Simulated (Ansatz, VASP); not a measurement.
Two plane-wave programs on BeSe

File INCAR:

```
  PREC = Accurate
  ENCUT = 520
  EDIFF = 1E-8
  ISMEAR = -1
  SIGMA = 0.05
  LREAL = False
  LASPH = True
  NELM = 120
  ALGO = Normal
  ISIF = 2
  LWAVE = False
  LCHARG = False
  GGA = PS
  LEFG = True
  NBANDS = 11
  GGA_COMPAT = False
```

KPOINTS

```
regular mesh
0
Gamma
  14 14 14
```

The input POSCAR:

```
BeSe
1.0
    0.0000000000      2.5885384557      2.5885384557
    2.5885384557      0.0000000000      2.5885384557
    2.5885384557      2.5885384557      0.0000000000
Be Se
1 1
Direct
    0.0000000000      0.0000000000      0.0000000000
    0.2500000000      0.2500000000      0.2500000000
```

Input for Ansatz:

```yaml
crystal:
  lattice:
    - [0.0, 2.5885384557, 2.5885384557]
    - [2.5885384557, 0.0, 2.5885384557]
    - [2.5885384557, 2.5885384557, 0.0]
  atoms:
    - { symbol: Be, position: [0.0, 0.0, 0.0] }
    - { symbol: Se, position: [0.25, 0.25, 0.25] }
kpoints:
  mp_grid: { grid: [14, 14, 14] }
  band_path:
    path:
      - [0.0, 0.0, 0.0]
      - [-0.5, -0.5, 0.0]
      - [-0.375, -0.375, 0.25]
      - [-0.375, 0.0, 0.375]
      - [0.0, 0.0, 0.0]
      - [0.0, 0.0, 0.5]
      - [-0.5, -0.25, 0.25]
      - [-0.5, -0.5, 0.0]
    npoints: 5
scf:
  occupations: { method: fermi_dirac, width: 0.05 }
hamiltonian:
  xc: pbesol
  pseudopotentials: { kind: paw }
output:
  forces: true
  stress: true
  eigenvalues: true
  efg: { contact_densities: true }
```

Alike in both runs: task electric field gradients; functional PBEsol; k mesh 14 × 14 × 14; occupations fermi-dirac, width 0.05 eV; no spin polarisation.

|  | VASP | Ansatz |
| --- | --- | --- |
| version | VASP 6.6.1 | Ansatz 0.2.0 |
| potentials or method | VASP PAW PBE potentials, release 64 (Be, Se) | PAW with Ansatz's default frozen-core files, scalar-relativistic |
| plane-wave cutoff (eV) | 520 | 420 |
| valence electrons in the cell | 8 | 18 |

Ansatz gave:

| Item | Value |
| --- | --- |
| gap on the k mesh at the Fermi level (eV) | 2.53 |
| pressure (GPa) | -2.1 |

**Question.** What did VASP give for the same quantities?

**Answer.** gap on the k mesh at the Fermi level (eV): 2.51; pressure (GPa): -1.8.

VASP's potentials were made for PBE, not for PBEsol. With one functional, cell and mesh, what is left measures potentials, basis and numerics. VASP's potentials hold 8 valence electrons a cell and Ansatz's 18, so a difference there can come from the potentials and not from the codes.
